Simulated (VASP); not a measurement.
The system is RbVSe3.

```
CELL_PARAMETERS angstrom
5.00566 0.00000 0.00000
0.00000 5.00566 0.00000
0.00000 0.00000 5.00566
ATOMIC_POSITIONS crystal
Rb 0.50000 0.50000 0.50000
V 0.00000 0.00000 0.00000
Se 0.00000 0.50000 0.50000
Se 0.50000 0.00000 0.50000
Se 0.50000 0.50000 0.00000
```

```yaml
Program: VASP 6.6.1
Task: relaxation of cell and atoms
Functional: PBE
Potentials_or_basis: VASP PAW PBE potentials, release 64 (Rb_sv, V_sv, Se)
Cutoff: 500 eV
k_mesh: 4 × 4 × 4
Occupations: gaussian, width 0.1 eV
Spin: collinear spin, ferrimagnetic start
Starting_moments: "[0.0, 3.47, -0.33, -0.33, -0.33] μB"
```

At the start: pressure 12.6 GPa; volume 25.08 Å³/atom.

**Question.** Where does the relaxation end?

**Answer.** Over 4 steps the energy falls by 266.9 meV/atom and the volume is 34.58 Å³/atom (+37.8 %); space group Pm-3m (No. 221, to 0.1 Å) before and after; moment 0.01 μB per cell.

Step by step:
| step | energy change (eV) | largest force (eV/Å) | pressure (GPa) | volume (Å³) |
| --- | --- | --- | --- | --- |
| 1 | 0.0000 | 0.0000 | 12.55 | 125.42 |
| 2 | -1.3128 | 0.0000 | 1.19 | 164.58 |
| 3 | -1.3385 | 0.0000 | 0.30 | 170.73 |
| 4 | -1.3346 | 0.0000 | 0.06 | 172.90 |

Final structure:
```cif
data_structure
_symmetry_space_group_name_H-M 'P 1'
_symmetry_Int_Tables_number 1
_cell_length_a 5.5709
_cell_length_b 5.5709
_cell_length_c 5.5709
_cell_angle_alpha 90.000
_cell_angle_beta 90.000
_cell_angle_gamma 90.000
_cell_volume 172.90
loop_
_atom_site_label
_atom_site_type_symbol
_atom_site_fract_x
_atom_site_fract_y
_atom_site_fract_z
_atom_site_occupancy
Rb1 Rb 0.50000 0.50000 0.50000 1
V1 V 0.00000 0.00000 0.00000 1
Se1 Se 0.00000 0.50000 0.50000 1
Se2 Se 0.50000 0.00000 0.50000 1
Se3 Se 0.50000 0.50000 0.00000 1
```

Caveat: the volume moved by over 15 % at a fixed basis, so the end points are rough; the moments typed at the start vanished in this run.
